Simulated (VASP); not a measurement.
Here is a VASP 6.6.1 calculation.

Contents of INCAR:

```
SYSTEM = As
  PREC = Accurate
  ENCUT = 520
  EDIFF = 1E-6
  ISMEAR = -1
  SIGMA = 0.1
  LREAL = .False.
  LASPH = .True.
  NELM = 100
  ALGO = Normal
  ISIF = 2
  LWAVE = .False.
  LCHARG = .True.
  GGA = PE
  LELF = .True.
  LVHAR = .True.
  NBANDS = 14
```

KPOINTS

```
Automatic mesh
0
Gamma
  8 8 10
  0 0 0
```

The input POSCAR:

```
As
1.0
    4.8616439287      0.0000000000      0.0000000000
   -2.4308219644      4.2103071464      0.0000000000
    0.0000000000      0.0000000000      2.8264625668
As
3
Direct
    0.0000000000      0.0000000000      0.0000000000
    0.3333333333      0.6666666667      0.5000000000
    0.6666666667      0.3333333333      0.5000000000
```

Potentials or basis: VASP PAW PBE potentials, release 64 (As).

The run is started by

```bash
$ cat potpaw_PBE.64/As/POTCAR > POTCAR
$ mpirun -np 1 vasp_std > vasp.out
```

Question: Predict the pressure.

Answer: 0.1 GPa.
